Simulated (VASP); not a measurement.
A run of VASP 6.6.1:

Contents of POSCAR:

```
Tl
1.0
    1.7277570000      2.9925610000      0.0000000000
   -1.7277570000      2.9925610000      0.0000000000
    0.0000000000      0.0000000000     11.1901370000
Tl
4
Direct
    0.0000000000      0.0000000000      0.0000000000
    0.0000000000      0.0000000000      0.5000000000
    0.3333300000      0.3333400000      0.7500000000
    0.6666600000      0.6666700000      0.2500000000
```

The input INCAR.step1:

```
SYSTEM = Tl
  ALGO = Normal
  EDIFF = 1E-6
  ENCUT = 520
  GGA = PE
  ISIF = 2
  ISMEAR = 1
  LASPH = .TRUE.
  LCHARG = .TRUE.
  LREAL = .FALSE.
  LWAVE = .FALSE.
  NBANDS = 34
  NELM = 60
  PREC = Accurate
  SIGMA = 0.0781
```

File KPOINTS.step1:

```
k-points
0
G
  9 9 3
  0 0 0
```

INCAR.step2

```
SYSTEM = Tl
  ALGO = Normal
  EDIFF = 1E-6
  ENCUT = 520
  GGA = PE
  ICHARG = 11
  ISIF = 2
  ISMEAR = -5
  LASPH = .TRUE.
  LCHARG = .FALSE.
  LORBIT = 11
  LREAL = .FALSE.
  LWAVE = .FALSE.
  NBANDS = 34
  NEDOS = 1001
  NELM = 60
  PREC = Accurate
  SIGMA = 0.0781
```

Contents of KPOINTS.step2:

```
k-points
0
G
  14 14 5
  0 0 0
```

Potentials or basis: VASP PAW PBE potentials, release 64 (Tl_d).

Command:

```console
$ cat potpaw_PBE.64/Tl_d/POTCAR > POTCAR
$ cp INCAR.step1 INCAR
$ cp KPOINTS.step1 KPOINTS
$ mpirun -np 1 vasp_std > vasp.out
$ cp INCAR.step2 INCAR
$ cp KPOINTS.step2 KPOINTS
$ mpirun -np 1 vasp_std > vasp.out
```

Hardware: 1 thread of Intel Xeon 8259CL (shared host).

Problem. How long does it take, and how much memory?

Solution. Run time: 9.9 min on 1 thread of Intel Xeon 8259CL, on a shared host, peak memory 0.59 GiB. Counts: k points 171.
